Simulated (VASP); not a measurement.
Set up this calculation in VASP 6.6.1, as the native input.

```
Task                   : single point
Functional             : PBEsol
Potentials or basis    : VASP PAW PBE potentials, release 64 (La)
Cutoff                 : 520 eV
k mesh                 : 16 × 16 × 9
Occupations            : fermi-dirac, width 0.1 eV
Spin                   : no spin polarisation
Dipole correction      : no
Further INCAR settings : ALGO = Normal; EDIFF = 1e-07; NBANDS = 18
```

The structure of La lies in POSCAR:

```
La
1.0
    3.6600258742      0.0000000000      0.0000000000
   -1.8300129371      3.1696753856      0.0000000000
    0.0000000000      0.0000000000      5.9791033495
La
2
Direct
    0.3333333333      0.6666666667      0.2500000000
    0.6666666667      0.3333333333      0.7500000000
```

The input as run:

INCAR

```
SYSTEM = La
PREC = Accurate
ENCUT = 520
EDIFF = 1E-7
ISMEAR = -1
SIGMA = 0.1
LREAL = .False.
LASPH = .True.
NELM = 100
ALGO = Normal
ISIF = 2
LWAVE = .False.
LCHARG = .False.
GGA = PS
NBANDS = 18
```

KPOINTS

```
regular mesh
0
Gamma
  16 16 9
  0 0 0
```

Potentials or basis: VASP PAW PBE potentials, release 64 (La).

Launch:

```bash
$ cat potpaw_PBE.64/La/POTCAR > POTCAR
$ mpirun -np 1 vasp_std > vasp.out
```

It gave:

The pressure is 0.0 GPa. The band gap on the k mesh is zero (bands 11 and 12 overlap by 1.49 eV).

Caveat: the PAW data sets were made with another functional, which shifts forces and pressure a little; spin-orbit coupling is left out, which moves the levels of the heavy elements.

It took 2.8 min on 1 thread of Intel(R) Xeon(R) Platinum 8488C (Sapphire Rapids) (shared host), peak memory 0.33 GiB.
